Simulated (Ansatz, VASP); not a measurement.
## Pt: VASP beside Ansatz

File POSCAR:

```
Pt
1.0
    2.8236343670      0.0000000000      0.0000000000
   -1.4118171835      2.4453392080      0.0000000000
    0.0000000000      0.0000000000      4.9014383679
Pt
2
Direct
    0.6666666667      0.3333333333      0.7500000000
    0.3333333333      0.6666666667      0.2500000000
```

The input INCAR.step1:

```
PREC     = Accurate       # precision mode
ENCUT    = 520            # plane-wave cutoff, eV
ISMEAR   = -1             # smearing method
SIGMA    = 0.1            # smearing width, eV
LREAL    = F              # projectors in reciprocal space
LASPH    = T              # aspherical terms in the spheres
NELM     = 80             # most SCF steps
NBANDS   = 17             # bands
GGA      = PE             # functional
ALGO     = Normal         # electronic algorithm
EDIFF    = 1E-4           # SCF threshold, eV
LWAVE    = T              # write WAVECAR
LCHARG   = F              # write CHGCAR
```

Contents of INCAR.step2:

```
PREC     = Accurate       # precision mode
ENCUT    = 520            # plane-wave cutoff, eV
EDIFF    = 1E-7           # SCF threshold, eV
ISMEAR   = -1             # smearing method
SIGMA    = 0.1            # smearing width, eV
LREAL    = F              # projectors in reciprocal space
LASPH    = T              # aspherical terms in the spheres
NELM     = 80             # most SCF steps
ALGO     = Normal         # electronic algorithm
ISIF     = 2              # what is computed and relaxed
LWAVE    = F              # write WAVECAR
LCHARG   = F              # write CHGCAR
METAGGA  = R2SCAN         # meta-GGA
LMIXTAU  = T            
NBANDS   = 17             # bands
ISTART   = 1
```

Contents of KPOINTS:

```
Automatic mesh
0
Gamma
  12 12 6
```

Input for Ansatz:

```yaml
crystal:
  lattice:
    - [2.823634366959392, 0.0, 0.0]
    - [-1.411817183479696, 2.4453392079907834, 0.0]
    - [0.0, 0.0, 4.901438367942583]
  atoms:
    - { symbol: Pt, position: [0.6666666666666666, 0.3333333333333333, 0.75] }
    - { symbol: Pt, position: [0.3333333333333333, 0.6666666666666666, 0.25] }
basis:
  ecutwfc: 600.0
kpoints:
  mp_grid:
    grid: [12, 12, 6]
hamiltonian:
  xc: r2scan
scf:
  occupations:
    method: fermi_dirac
    width: 0.1
output:
  stress: true
```

Alike in both runs: task single point; functional r2SCAN; k mesh 12 × 12 × 6; occupations fermi-dirac, width 0.1 eV; no spin polarisation.

```csv
,VASP,Ansatz
version,VASP 6.6.1,Ansatz 0.2.0
potentials or method,"VASP PAW PBE potentials, release 64 (Pt), cutoff 520 eV","plane waves, PAW"
valence electrons in the cell,20,36
```

|  | VASP | Ansatz | Ansatz less VASP |
| --- | --- | --- | --- |
| pressure (GPa) | -18.6 | -19.0 | -0.33 |
| traceless stress, the component that is largest in VASP (GPa) | 1.45 | 1.62 | +0.176 |

VASP's potentials were made for PBE, not for r2SCAN. VASP's potentials hold 20 valence electrons a cell and Ansatz's 36, so a difference there can come from the potentials and not from the codes.

Spin-orbit coupling is off throughout.
